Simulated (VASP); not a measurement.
**Zr2N: single point with r2SCAN**

Crystal: Zr2N.

```xyz
6
Lattice="5.4214 0.0000 0.0000 0.0000 5.4214 0.0000 0.0000 0.0000 3.3058" Properties=species:S:1:pos:R:3 pbc="T T T"
Zr    1.6060    1.6060    0.0000
Zr    3.8155    3.8155    0.0000
Zr    4.3167    1.1047    1.6529
Zr    1.1047    4.3167    1.6529
N     0.0000    0.0000    0.0000
N     2.7107    2.7107    1.6529
```

```
Program             : VASP 6.6.1
Task                : single point
Functional          : r2SCAN
Potentials or basis : VASP PAW PBE potentials, release 64 (Zr_sv, N)
Cutoff              : 520 eV
k mesh              : 8 × 8 × 12
Occupations         : gaussian, width 0.1 eV
Spin                : no spin polarisation
```

```
Pressure               : -0.5 GPa
Largest force          : 0.033 eV/Å
Band gap on the k mesh : zero (bands 29 and 30 overlap by 2.62 eV)
```

Forces on the atoms (eV/Å):
```
Zr   0.023  0.023  0.000
Zr  -0.023 -0.023  0.000
Zr   0.023 -0.023  0.000
Zr  -0.023  0.023  0.000
N    0.000  0.000  0.000
N    0.000  0.000  0.000
```

Stress tensor (GPa, compression positive):
```
-0.57  0.00  0.00
 0.00 -0.57  0.00
 0.00  0.00 -0.39
```

Levels at points of the mesh, in eV from the Fermi level:
| k point | band 27 | band 28 | band 29 | band 30 | band 31 | band 32 |
| --- | --- | --- | --- | --- | --- | --- |
| (0.00, 0.00, 0.00) | 0.08 | 0.75 | 0.89 | 1.03 | 1.03 | 1.46 |
| (0.50, 0.00, 0.00) | -1.03 | -1.03 | 1.45 | 1.45 | 1.65 | 1.65 |
| (0.50, 0.50, 0.00) | -1.09 | -1.09 | 0.91 | 0.91 | 1.46 | 1.46 |
| (0.00, 0.00, 0.50) | -1.18 | -1.18 | -1.16 | -1.16 | 2.01 | 2.01 |
| (0.50, 0.00, 0.50) | -0.99 | -0.99 | -0.88 | -0.88 | 1.57 | 1.57 |
| (0.50, 0.50, 0.50) | -0.81 | -0.81 | -0.39 | -0.39 | 1.17 | 1.17 |

It took 34 min on 1 thread of Intel Xeon 8259CL, on a shared host, peak memory 0.39 GiB.

Caveat: the PAW data sets were made with another functional, which shifts forces and pressure a little.
